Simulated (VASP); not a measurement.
Wanted: the native input for a VASP 6.6.1 run.

```
Task                   : single point
Functional             : PBEsol
Potentials or basis    : VASP PAW PBE potentials, release 64 (Ta_pv)
Cutoff                 : 520 eV
k mesh                 : 12 × 12 × 4
Occupations            : gaussian, width 0.15 eV
Spin                   : no spin polarisation
Dipole correction      : no
Further INCAR settings : ALGO = Fast; EDIFF = 1e-06; NBANDS = 30
```

The structure of Ta lies in POSCAR:

```
Ta
1.0
    2.8669354474      0.0000000000      0.0000000000
   -1.4334677237      2.4828389284      0.0000000000
    0.0000000000      0.0000000000     10.1828298477
Ta
4
Direct
    0.6666666667      0.3333333333      0.3750000000
    0.6666666667      0.3333333333      0.8750000000
    0.3333333333      0.6666666667      0.1250000000
    0.3333333333      0.6666666667      0.6250000000
```

These files were run (other wordings do the same):

INCAR

```
SYSTEM = Ta
PREC = Accurate
ENCUT = 520
EDIFF = 1E-6
ISMEAR = 0
SIGMA = 0.15
LREAL = .FALSE.
LASPH = .TRUE.
NELM = 80
ALGO = Fast
ISIF = 2
LWAVE = .FALSE.
LCHARG = .TRUE.
GGA = PS
LELF = .TRUE.
LVHAR = .TRUE.
NBANDS = 30
```

KPOINTS

```
Automatic mesh
0
G
  12 12 4
  0 0 0
```

Potentials or basis: VASP PAW PBE potentials, release 64 (Ta_pv).

Run with:

```sh
$ cat potpaw_PBE.64/Ta_pv/POTCAR > POTCAR
$ mpirun -np 1 vasp_std > vasp.out
```

Results of the run:

The pressure is -0.1 GPa. The band gap on the k mesh is zero (band 22 reaches 6.40 eV, above the bottom of band 23 at 5.11 eV).

Caveat: the PAW data sets were made with another functional, which shifts forces and pressure a little; spin-orbit coupling is left out, which moves the levels of the heavy elements.

Run time: 61 s on 1 thread of Intel(R) Xeon(R) 6975P-C (Granite Rapids), on a shared host, peak memory 0.25 GiB.
